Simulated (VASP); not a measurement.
A run of VASP 6.6.1 is set up as follows.

Contents of INCAR:

```
ALGO = Normal ; EDIFF = 1E-8
ENCUT = 520 ; GGA = PS
IBRION = 8 ; ISIF = 2
ISMEAR = -1 ; LASPH = T
LCHARG = F ; LREAL = F
LWAVE = F ; NBANDS = 29
NELM = 100 ; NSW = 1
PREC = Accurate ; SIGMA = 0.15
```

The input KPOINTS:

```
k-points
0
Gamma
  8 8 8
```

The input POSCAR:

```
ZrHgS3
1.0
    5.0181000000      0.0000000000      0.0000000000
    0.0000000000      5.0181000000      0.0000000000
    0.0000000000      0.0000000000      5.0181000000
Hg Zr S
1 1 3
Direct
    0.0000000000      0.0000000000      0.0000000000
    0.5000000000      0.5000000000      0.5000000000
    0.5000000000      0.5000000000      0.0000000000
    0.5000000000      0.0000000000      0.5000000000
    0.0000000000      0.5000000000      0.5000000000
```

Potentials or basis: VASP PAW PBE potentials, release 64 (Hg, Zr_sv, S).

The run is started by

```console
$ cat potpaw_PBE.64/Hg/POTCAR potpaw_PBE.64/Zr_sv/POTCAR potpaw_PBE.64/S/POTCAR > POTCAR
$ mpirun -np 1 vasp_std > vasp.out
```

Task: What does it give for the highest phonon frequency at Γ, LO-TO splitting left out?

Result: 281 cm⁻¹.

Task: What does it give for the most unstable mode?

Result: 63i cm⁻¹.

Phonon frequencies in cm⁻¹ (negative: imaginary):
| q point | frequencies |
| --- | --- |
| (0.000, 0.000, 0.000) | -63 -63 -63 -62 -62 -62 0 0 0 35 35 35 281 281 281 |

Caveat: the cell stands under pressure or tension, which shifts response properties; some modes are imaginary.
